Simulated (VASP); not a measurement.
# SnO in VASP: single point with PBE+D3(BJ)

Aim: the single point of SnO with PBE+D3(BJ).

All numbers are computed with VASP 6.6.1; they aren't measurements. Logs are shortened: lines on timing, memory, paths and dates and some standing lists are left out, and cuts for length are marked.

**1. The cell of the first run**

The cell holds a slab with vacuum, 8 atoms: a = 3.820 Å, b = 3.820 Å, c = 22.226 Å, α = 90.00°, β = 90.00°, γ = 90.00°.

**2. Single point, PBE+D3(BJ) (layers slid over each other)**

INCAR

```
SYSTEM = SnO
  ALGO = Normal
  DIPOL = 0.5 0.5 0.394
  EDIFF = 1E-6
  ENCUT = 520
  GGA = PE
  IDIPOL = 3
  ISIF = 2
  ISMEAR = 0
  IVDW = 12
  LASPH = .True.
  LCHARG = .False.
  LDIPOL = .True.
  LREAL = .False.
  LWAVE = .False.
  NBANDS = 50
  NELM = 100
  PREC = Accurate
  SIGMA = 0.05
```

KPOINTS

```
k-points
0
Gamma
  7 7 1
  0 0 0
```

POSCAR

```
SnO
1.0
    3.8201526160      0.0002954389      0.0000000000
   -0.0003145156      3.8201526145      0.0000000000
    0.0000000000      0.0000000000     22.2260756252
Sn O
4 4
Direct
    0.9999453016      0.9999453016      0.2024648920
    0.4999453016      0.4999453016      0.3087831576
    0.6249453016      0.8749453016      0.4797535108
    0.1249453016      0.3749453016      0.5860717765
    0.9999461184      0.4999461184      0.2556240248
    0.4999461184      0.9999461184      0.2556240248
    0.6249461184      0.3749461184      0.5329126436
    0.1249461184      0.8749461184      0.5329126436
```

Potentials or basis: VASP PAW PBE potentials, release 64 (Sn_d, O).

Command:

```console
$ cat potpaw_PBE.64/Sn_d/POTCAR potpaw_PBE.64/O/POTCAR > POTCAR
$ mpirun -np 1 vasp_std > vasp.out
```

OUTCAR:

```text
SYSTEM = SnO
   EDIFF = 1E-6
   ENCUT = 520
   GGA = PE
   ISIF = 2
   ISMEAR = 0
   IVDW = 12
   LASPH = .True.
   LREAL = .False.
   NELM = 100
   PREC = Accurate
 IVDW          = 12

 ion  position               nearest neighbor table
   1  1.000  1.000  0.202-   6 2.25   5 2.25   6 2.25   5 2.25   2 3.59   2 3.59   2 3.59   2 3.59

   2  0.500  0.500  0.309-   5 2.25   6 2.25   5 2.25   6 2.25   1 3.59   1 3.59   1 3.59   1 3.59

   3  0.625  0.875  0.480-   8 2.25   7 2.25   8 2.25   7 2.25   4 3.59   4 3.59   4 3.59   4 3.59

   4  0.125  0.375  0.586-   7 2.25   8 2.25   7 2.25   8 2.25   3 3.59   3 3.59   3 3.59   3 3.59

   5  1.000  0.500  0.256-   2 2.25   1 2.25   2 2.25   1 2.25
   6  0.500  1.000  0.256-   1 2.25   2 2.25   1 2.25   2 2.25
   7  0.625  0.375  0.533-   3 2.25   4 2.25   3 2.25   4 2.25
   8  0.125  0.875  0.533-   3 2.25   4 2.25   3 2.25   4 2.25

  LATTYP: Found a simple tetragonal cell.
 ALAT       =     3.8201526274
 C/A-ratio  =     5.8181119429

  Lattice vectors:

 A1 = (   3.8201526160,   0.0002954389,   0.0000000000)
 A2 = (  -0.0003145156,   3.8201526145,   0.0000000000)
 A3 = (   0.0000000000,   0.0000000000,  22.2260756252)

Analysis of symmetry for initial positions (statically):
=====================================================================
 Subroutine PRICEL returns:
 Original cell was already a primitive cell.

 Routine SETGRP: Setting up the symmetry group for a
 simple tetragonal supercell.

 Subroutine GETGRP returns: Found  2 space group operations
 (whereof  1 operations were pure point group operations)
 out of a pool of 16 trial point group operations.

The static configuration has the point symmetry C_1 .
 The point group associated with its full space group is S_2 .

Analysis of symmetry for dynamics (positions and initial velocities):
=====================================================================
 Subroutine PRICEL returns:
 Original cell was already a primitive cell.

 Routine SETGRP: Setting up the symmetry group for a
 simple tetragonal supercell.

 Subroutine GETGRP returns: Found  2 space group operations
 (whereof  1 operations were pure point group operations)
 out of a pool of 16 trial point group operations.

The dynamic configuration has the point symmetry C_1 .
 The point group associated with its full space group is S_2 .

 Subroutine INISYM returns: Found  2 space group operations
 (whereof  1 operations are pure point group operations),
 and found     1 'primitive' translations

----------------------------------------------------------------------------------------

                                     Primitive cell

  volume of cell :     324.3577

  direct lattice vectors                    reciprocal lattice vectors
     3.820152616  0.000295439  0.000000000     0.261769645  0.000021552  0.000000000
    -0.000314516  3.820152614  0.000000000    -0.000020244  0.261769645  0.000000000
     0.000000000  0.000000000 22.226075625     0.000000000  0.000000000  0.044992198

  length of vectors
     3.820152627  3.820152627 22.226075625     0.261769646  0.261769646  0.044992198

  position of ions in fractional coordinates (direct lattice)
     0.999945302  0.999945302  0.202464892
     0.499945302  0.499945302  0.308783158
     0.624945302  0.874945302  0.479753511
     0.124945302  0.374945302  0.586071776
     0.999946118  0.499946118  0.255624025
     0.499946118  0.999946118  0.255624025
     0.624946118  0.374946118  0.532912644
     0.124946118  0.874946118  0.532912644

  ion indices of the primitive-cell ions
   primitive index   ion index
                 1           1
                 2           2
                 3           3
                 4           4
                 5           5
                 6           6
                 7           7
                 8           8

----------------------------------------------------------------------------------------

 KPOINTS: k-points

Automatic generation of k-mesh.
 Grid dimensions read from file:
 generate k-points for:    7    7    1

 Generating k-lattice:

  Cartesian coordinates                     Fractional coordinates (reciprocal lattice)
     0.037395664  0.000003079  0.000000000     0.142857143 -0.000000000  0.000000000
    -0.000002892  0.037395664  0.000000000     0.000000000  0.142857143  0.000000000
     0.000000000  0.000000000  0.044992198     0.000000000  0.000000000  1.000000000

  Length of vectors
     0.037395664  0.037395664  0.044992198

  Shift w.r.t. Gamma in fractional coordinates (k-lattice)
     0.000000000  0.000000000  0.000000000

 Subroutine IBZKPT returns following result:
 ===========================================

 Found     25 irreducible k-points:

 Following reciprocal coordinates:
            Coordinates               Weight
  0.000000  0.000000  0.000000      1.000000
  0.142857  0.000000  0.000000      2.000000
 -0.000000  0.142857  0.000000      2.000000
  0.285714  0.000000  0.000000      2.000000
  0.000000  0.285714  0.000000      2.000000
  0.428571  0.000000  0.000000      2.000000
[... 16 lines left out ...]
  0.285714  0.428571  0.000000      2.000000
  0.428571  0.428571  0.000000      2.000000
   k-points           NKPTS =     25   k-points in BZ     NKDIM =     25   number of bands    NBANDS=     50
   number of dos      NEDOS =    301   number of ions     NIONS =      8
   total plane-waves  NPLWV = 131712
   dimension x,y,z NGX =    28 NGY =   28 NGZ =  168
   dimension x,y,z NGXF=    56 NGYF=   56 NGZF=  336
   ions per type =               4   4
   NGX,Y,Z   is equivalent  to a cutoff of  12.19, 12.19, 12.57 a.u.
   NGXF,Y,Z  is equivalent  to a cutoff of  24.37, 24.37, 25.13 a.u.
 SYSTEM =  SnO
   PREC   = accura    normal or accurate (medium, high low for compatibility)
   ISTART =      0    job   : 0-new  1-cont  2-samecut
   ICHARG =      2    charge: 1-file 2-atom 10-const
   ISPIN  =      1    spin polarized calculation?
   LNONCOLLINEAR =      F non collinear calculations
   LSORBIT =      F    spin-orbit coupling
   LASPH  =      T    aspherical Exc in radial PAW
   ENCUT  =  520.0 eV  38.22 Ry    6.18 a.u.   7.10  7.10 41.33*2*pi/ulx,y,z
   NELM   =    100;   NELMIN=  2; NELMDL= -5     # of ELM steps
   EDIFF  = 0.1E-05   stopping-criterion for ELM
   LREAL  =      F    real-space projection
   EDIFFG = 0.1E-04   stopping-criterion for IOM
   NSW    =      0    number of steps for IOM
   IBRION =     -1    ionic relax: 0-MD 1-quasi-New 2-CG
   NFREE  =      0    steps in history (QN), initial steepest desc. (CG)
   ISIF   =      2    stress and relaxation
   ISYM   =      2    0-nonsym 1-usesym 2-fastsym
   POTIM  = 0.5000    time-step for ionic-motion
   TEBEG  =    0.0;   TEEND  =   0.0 temperature during run
   PSTRESS=    0.0 pullay stress
   NELECT =      80.0000    total number of electrons
   NUPDOWN=      -1.0000    fix difference up-down
   EMIN   =  10.00;   EMAX   =-10.00  energy-range for DOS
   EFERMI =   0.00;   METHOD = LEGACY
   ISMEAR =     0;   SIGMA  =   0.05  broadening in eV -4-tet -1-fermi 0-gaus
   EFERMI_NEDOS =   21; number of points for ismear=-14 and -15
   IALGO  =     38    algorithm
   IMIX   =      4    mixing-type and parameters
     AMIX     =   0.40;   BMIX     =  1.00
     AMIX_MAG =   1.60;   BMIX_MAG =  1.00
  volume/ion in A,a.u.               =      40.54       273.61
  Fermi-wavevector in a.u.,A,eV,Ry     =   1.026668  1.940121 14.341187  1.054047
  Thomas-Fermi vector in A             =   2.160573
   LORBIT       =      0    0 simple, 1 ext, 2 COOP (PROOUT), +10 PAW based schemes
   GGA     = PE    functional components
   LHFCALC =     F    Hartree Fock is set to
   AEXX    =    0.0000 exact exchange contribution
   IVDW    =    12    specifies the selected vdW correction
   LEPSILON=     F    determine dielectric tensor
   LRPA    =     F    only Hartree local field effects (RPA)
 non-spin polarized calculation
 Gauss-broadening in eV      SIGMA  =   0.05
  energy-cutoff  :      520.00
  volume of cell :      324.36
 maximum number of plane-waves:      8769
   NGX = 15   NGY = 15   NGZ = 83

 dipolmoment           0.000000      0.000000      0.000149 electrons x Angstroem

 number of electron      79.9999971 magnetization

 dipolmoment           0.000000      0.000000     -0.000003 electrons x Angstroem

 Free energy of the ion-electron system (eV)
  ---------------------------------------------------
  ext. energy  EPLUGINS =         0.00000000
  ---------------------------------------------------
  free energy    TOTEN  =       -45.15173053 eV

  energy without entropy =      -45.15173053  energy(sigma->0) =      -45.15173053

 E-fermi :   0.1722     XC(G=0):  -5.2727

 val. band max:       -0.0820575322   @ k =   0.1429   0.0000   0.0000
 cond. band min:       2.1201685582   @ k =   0.4286   0.0000   0.0000
 fundamental gap:      2.2022260904
 Fermi energy:         0.1722365781

 k-point     1 :       0.0000    0.0000    0.0000
  band No.  band energies     occupation
      1     -21.0534      2.00000
      2     -21.0534      2.00000
      3     -20.6931      2.00000
      4     -20.6930      2.00000
      5     -20.6564      2.00000
      6     -20.6561      2.00000
[... 42 lines left out ...]
     49       5.2306      0.00000
     50       5.2449      0.00000

 k-point     2 :       0.1429    0.0000    0.0000
  band No.  band energies     occupation
      1     -21.0446      2.00000
      2     -21.0444      2.00000
      3     -20.6937      2.00000
      4     -20.6935      2.00000
      5     -20.6578      2.00000
      6     -20.6564      2.00000
[... 1158 lines left out ...]
 k-point    24 :       0.4286    0.4286    0.0000
  band No.  band energies     occupation
      1     -20.9949      2.00000
      2     -20.9941      2.00000
      3     -20.9806      2.00000
      4     -20.9802      2.00000
      5     -20.6602      2.00000
      6     -20.6599      2.00000
[... 42 lines left out ...]
     49       6.1314      0.00000
     50       6.4365      0.00000

 [... further k-points ...]

------------------------ aborting loop because EDIFF is reached ----------------------------------------

 vacuum level on the upper side and lower side of the slab       (xc-potential included)        -0.149        -0.149

 Edisp (eV)   -1.27447

 E8    (eV) :    -0.5638

  FORCE on cell =-STRESS in cart. coord.  units (eV):
  Direction    XX          YY          ZZ          XY          YZ          ZX
  --------------------------------------------------------------------------------------
  -------------------------------------------------------------------------------------
  Total       0.24269     0.38844     0.07997     0.03478     0.37914     0.24946
  in kB       1.19878     1.91871     0.39501     0.17177     1.87278     1.23219
  external pressure =        1.17 kB  Pullay stress =        0.00 kB

 VOLUME and BASIS-vectors are now :
 -----------------------------------------------------------------------------
  energy-cutoff  :      520.00
  volume of cell :      324.36
      direct lattice vectors                 reciprocal lattice vectors
     3.820152616  0.000295439  0.000000000     0.261769645  0.000021552  0.000000000
    -0.000314516  3.820152614  0.000000000    -0.000020244  0.261769645  0.000000000
     0.000000000  0.000000000 22.226075625     0.000000000  0.000000000  0.044992198

 POSITION                                       TOTAL-FORCE (eV/Angst)
 -----------------------------------------------------------------------------------
      3.81963      3.82024      4.50000        -0.004827     -0.007269     -0.074887
      1.90971      1.91002      6.86304        -0.024882     -0.047511      0.075425
      2.38711      3.34261     10.66304         0.024882      0.047511     -0.075425
      0.47719      1.43239     13.02608         0.004827      0.007269      0.074887
      3.81979      1.91017      5.68152        -0.028267      0.014666      0.011127
      1.90956      3.82009      5.68152         0.009892     -0.036816      0.008221
      2.38727      1.43254     11.84456        -0.009892      0.036816     -0.008221
      0.47704      3.34246     11.84456         0.028267     -0.014666     -0.011127
 -----------------------------------------------------------------------------------
    total drift:                               -0.013975     -0.013978     -0.000111

  FREE ENERGIE OF THE ION-ELECTRON SYSTEM (eV)
  ---------------------------------------------------
  free  energy   TOTEN  =       -46.4262051345 eV

  energy  without entropy=      -46.4262051345  energy(sigma->0) =      -46.42620513

 vacuum level on the upper side and lower side of the slab         4.806         4.806
```

Wall time 8.7 min (1 thread of Intel Xeon 6975P-C (Granite Rapids), shared host); peak memory 0.51 GiB.

Results:

- Free energy: -46.4262 eV
- Largest force: 0.093 eV/Å
- Band gap on the k mesh: 2.20 eV (least direct gap 2.45 eV)
- Dispersion energy per atom: -0.159 eV

Forces in eV/Å, atoms in the order of the input:
```
Sn  -0.005 -0.007 -0.075
Sn  -0.025 -0.048  0.075
Sn   0.025  0.048 -0.075
Sn   0.005  0.007  0.075
O   -0.028  0.015  0.011
O    0.010 -0.037  0.008
O   -0.010  0.037 -0.008
O    0.028 -0.015 -0.011
```

Caveat: the cell differs from its parent crystal (layers slid over each other); spin-orbit coupling is left out, which moves the levels of the heavy elements.
